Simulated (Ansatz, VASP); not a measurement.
**Two plane-wave programs on Cu**

```
Cu
1.0
     0.00000    1.71713    1.76231
     1.71713    0.00000    1.76231
     1.71713    1.71713    0.00000
Cu
1
Direct
  0.00000 0.00000 0.00000
```

Change from the starting cell: strain -0.050 along x and y, -0.025 along z, atoms carried along.

Alike in both runs: task single point; functional PBE; k mesh 22 × 22 × 22; occupations gaussian, width 0.15 eV; no spin polarisation.

|  | VASP | Ansatz |
| --- | --- | --- |
| version | VASP 6.6.1 | Ansatz 0.2.0 |
| potentials or method | VASP PAW PBE potentials, release 64 (Cu), cutoff 520 eV | scalar-relativistic, plane waves, PAW |
| valence electrons in the cell | 11 | 19 |

VASP gave:

* gap on the k mesh at the Fermi level (eV): none
* pressure (GPa): 28.7
* traceless stress, the component that is largest in VASP (GPa): -1.54

Task: Which values does Ansatz return?

Result: gap on the k mesh at the Fermi level (eV): none; pressure (GPa): 28.1; traceless stress, the component that is largest in VASP (GPa): -1.52.

A gap of «none» marks a metal or a gap that the smearing closes. Both programs put the cell under a high pressure, so it lies far from rest at this level. VASP's potentials hold 11 valence electrons a cell and Ansatz's 19, so a difference there can come from the potentials and not from the codes.
